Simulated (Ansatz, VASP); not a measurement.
## C: VASP beside Ansatz

```
C
1.0
    -1.23278    2.13410    0.00000
    -1.23278    0.00000   -3.39788
    -3.69834   -2.13410    0.00000
C
4
Direct
  0.23976 0.04156 0.90630
  0.76033 0.95844 0.42701
  0.25218 0.99094 0.58563
  0.74773 0.00906 0.08107
```

Change from the starting cell: mode 4 frozen in at -0.086 Å and mode 6 at -0.055 Å (largest displacements).

Alike in both runs: task single point; functional PBE; dispersion D3(BJ); k mesh 14 × 10 × 8; occupations gaussian, width 0.03 eV; no spin polarisation.

|  | VASP | Ansatz |
| --- | --- | --- |
| version | VASP 6.6.1 | Ansatz 0.2.0 |
| potentials or method | VASP PAW PBE potentials, release 64 (C), cutoff 520 eV | scalar-relativistic, plane waves, PAW |
| valence electrons in the cell | 16 | 16 |

```tsv
	VASP	Ansatz	Ansatz less VASP
gap on the k mesh at the Fermi level (eV)	0.33	0.33	+0.001
least direct gap on the mesh (eV)	0.49	0.49	+0.001
pressure (GPa)	-1.8	-2.3	-0.45
traceless stress, the component that is largest in VASP (GPa)	-1.82	-1.81	+0.009
rms of the force components (eV/Å)	0.732	0.737	+0.0041
```

Atom by atom the forces differ by 0.004 eV/Å (rms over components).
